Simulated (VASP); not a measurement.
A run of VASP 6.6.1 is set up as follows.

INCAR

```
SYSTEM = SrO
PREC = Accurate
ENCUT = 520
EDIFF = 1E-7
ISMEAR = 0
SIGMA = 0.05
LREAL = .False.
LASPH = .True.
NELM = 60
ALGO = Normal
ISIF = 2
LWAVE = .False.
LCHARG = .False.
GGA = CA
NBANDS = 24
```

File KPOINTS:

```
regular mesh
0
Gamma
  9 9 8
  0 0 0
```

The input POSCAR:

```
SrO
1.0
    0.0000000000     -2.5321850030     -2.5321850030
   -2.5321850030      0.0000000000     -2.5321850030
    2.5321850030      2.5321850030     -5.0643700061
Sr O
2 2
Direct
    0.0000000000      0.0000000000      0.0000000000
    0.5000000000      0.5000000000      0.5000000000
    0.7500000000      0.7500000000      0.7500000000
    0.2500000000      0.2500000000      0.2500000000
```

Potentials or basis: VASP PAW LDA potentials, release 64 (Sr_sv, O).

The run is started by

```sh
$ cat potpaw_LDA.64/Sr_sv/POTCAR potpaw_LDA.64/O/POTCAR > POTCAR
$ mpirun -np 1 vasp_std > vasp.out
```

Problem. Estimate the pressure.

Solution. 0.8 GPa.

Problem. Predict the band gap on the k mesh.

Solution. 3.12 eV.

Caveat: an odd mesh through Γ misses points on the zone boundary, where band edges can lie.
